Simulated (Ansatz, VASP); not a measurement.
**Rh in VASP and in Ansatz**

```
Rh
1.0
     0.00000    1.87718    1.87718
     1.87718    0.00000    1.87718
     1.87718    1.87718    0.00000
Rh
1
Direct
  0.00000 0.00000 0.00000
```

Alike in both runs: task single point; functional PBEsol; dispersion D3(BJ); k mesh 8 × 8 × 8; no spin polarisation.

|  | VASP | Ansatz |
| --- | --- | --- |
| version | VASP 6.6.1 | Ansatz 0.2.0 |
| potentials or method | VASP PAW PBE potentials, release 64 (Rh_pv), cutoff 500 eV | plane waves, PAW |
| occupations | fermi-dirac, width 0.1 eV | fermi-dirac |
| valence electrons in the cell | 15 | 17 |

|  | VASP | Ansatz | Ansatz less VASP |
| --- | --- | --- | --- |
| pressure (GPa) | 0.0 | 0.0 | -0.02 |

VASP's potentials were made for PBE, not for PBEsol. VASP's potentials hold 15 valence electrons a cell and Ansatz's 17, so a difference there can come from the potentials and not from the codes. Ansatz's warnings: stress scf threshold loose.

The k mesh is coarse, so the values compare programs but aren't converged.
